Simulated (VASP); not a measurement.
Set up this calculation in VASP 6.6.1, as the native input.

- Task: single point
- Functional: HSE06
- Potentials or basis: VASP PAW PBE potentials, release 64 (P, Al, Bi_d)
- Cutoff: 520 eV
- k mesh: 4 × 4 × 4
- Occupations: fermi-dirac, width 0.02 eV
- Spin: no spin polarisation
- Dipole correction: no
- Grid for exact exchange (PRECFOCK): Normal
- Further INCAR settings: ALGO = Normal; EDIFF = 1e-06; NBANDS = 21
- Share of exact exchange: 0.25
- Screening parameter: 0.2079 1/Å

Crystal: Al2BiP.

```
P Al Bi
1.0
     3.93905    0.00000    0.00000
     0.00000    3.93905    0.00000
     0.00000    0.00000    5.93376
P Al Bi
1 2 1
Direct
  0.00000 0.00000 0.00000
  0.00000 0.50000 0.78487
  0.50000 0.00000 0.21513
  0.50000 0.50000 0.50000
```

This cell differs from its parent crystal: biaxial xy strain -5.4%.

These files were run (other wordings do the same):

POSCAR

```
Al2BiP
1.0
    3.9390485037      0.0000000000      0.0000000000
    0.0000000000      3.9390485037      0.0000000000
    0.0000000000      0.0000000000      5.9337632087
P Al Bi
1 2 1
Direct
    0.0000000000      0.0000000000      0.0000000000
    0.0000000000      0.5000000000      0.7848742653
    0.5000000000      0.0000000000      0.2151257347
    0.5000000000      0.5000000000      0.5000000000
```

INCAR.step1

```
PREC     = Accurate       # precision mode
ENCUT    = 520            # plane-wave cutoff, eV
EDIFF    = 1E-5           # SCF threshold, eV
ISMEAR   = -1             # smearing method
SIGMA    = 0.02           # smearing width, eV
LREAL    = False          # projectors in reciprocal space
LASPH    = True           # aspherical terms in the spheres
NELM     = 100            # most SCF steps
ALGO     = Normal         # electronic algorithm
ISIF     = 2              # what is computed and relaxed
LWAVE    = True           # write WAVECAR
GGA      = PE             # functional
NBANDS   = 21             # bands
```

INCAR.step2

```
PREC     = Accurate       # precision mode
ENCUT    = 520            # plane-wave cutoff, eV
EDIFF    = 1E-6           # SCF threshold, eV
ISMEAR   = -1             # smearing method
SIGMA    = 0.02           # smearing width, eV
LREAL    = False          # projectors in reciprocal space
LASPH    = True           # aspherical terms in the spheres
NELM     = 100            # most SCF steps
ALGO     = Normal         # electronic algorithm
ISIF     = 2              # what is computed and relaxed
LWAVE    = False          # write WAVECAR
LCHARG   = True           # write CHGCAR
GGA      = PE             # functional
LHFCALC  = True           # exact exchange
HFSCREEN = 0.2079         # screening, 1/A
PRECFOCK = Normal       
LELF     = True           # ELF
LVHAR    = True         
ISTART   = 1            
NBANDS   = 21             # bands
```

KPOINTS

```
regular mesh
0
Gamma
  4 4 4
```

Potentials or basis: VASP PAW PBE potentials, release 64 (P, Al, Bi_d).

Run with:

```bash
$ cat potpaw_PBE.64/P/POTCAR potpaw_PBE.64/Al/POTCAR potpaw_PBE.64/Bi_d/POTCAR > POTCAR
$ cp INCAR.step1 INCAR
$ mpirun -np 1 vasp_std > vasp.out
$ cp INCAR.step2 INCAR
$ mpirun -np 1 vasp_std > vasp.out
```

Results of the run:

The pressure is 8.3 GPa and the largest force is 0.020 eV/Å. The band gap on the k mesh is zero (filled and empty bands overlap).

Caveat: the k points lie up to 0.40 Å⁻¹ apart; the cell differs from its parent crystal (biaxial xy strain -5.4%); the PAW data sets were made with another functional, which shifts forces and pressure a little; spin-orbit coupling is left out, which moves the levels of the heavy elements.

Wall time 17 min on 1 thread of Intel(R) Xeon(R) 6975P-C (Granite Rapids), with other jobs on the host, peak memory 0.35 GiB.
